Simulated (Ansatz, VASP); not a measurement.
**SnO: VASP beside Ansatz**

```
Sn O
1.0
     3.95642    0.00000    0.00000
     0.00000    3.95642    0.00000
     0.00000    0.00000    4.75058
Sn O
2 2
Direct
  0.00000 0.50000 0.24247
  0.50000 0.00000 0.75753
  0.00000 0.00000 0.00000
  0.50000 0.50000 0.00000
```

Change from the starting cell: mode 4 frozen in at +0.000 Å, equal normal strain along x and y +0.0400.

Alike in both runs: task single point; functional PBEsol; k mesh 10 × 10 × 8; occupations gaussian, width 0.15 eV; no spin polarisation.

|  | VASP | Ansatz |
| --- | --- | --- |
| version | VASP 6.6.1 | Ansatz 0.2.0 |
| potentials or method | VASP PAW PBE potentials, release 64 (Sn_d, O), cutoff 520 eV | scalar-relativistic, plane waves, PAW |
| valence electrons in the cell | 40 | 40 |

Ansatz gave:

```
gap on the k mesh at the Fermi level (eV)                     : 0.34
least direct gap on the mesh (eV)                             : 1.84
pressure (GPa)                                                : -6.8
traceless stress, the component that is largest in VASP (GPa) : 2.72
rms of the force components (eV/Å)                            : 0.312
```

Question: Estimate VASP's values.

Answer: gap on the k mesh at the Fermi level (eV): 0.34; least direct gap on the mesh (eV): 1.83; pressure (GPa): -6.6; traceless stress, the component that is largest in VASP (GPa): 2.70; rms of the force components (eV/Å): 0.281.

VASP's potentials were made for PBE, not for PBEsol, and Ansatz warns of the same on its side. Atom by atom the forces differ by 0.031 eV/Å (rms over components). With one functional, cell and mesh, what is left measures potentials, basis and numerics.
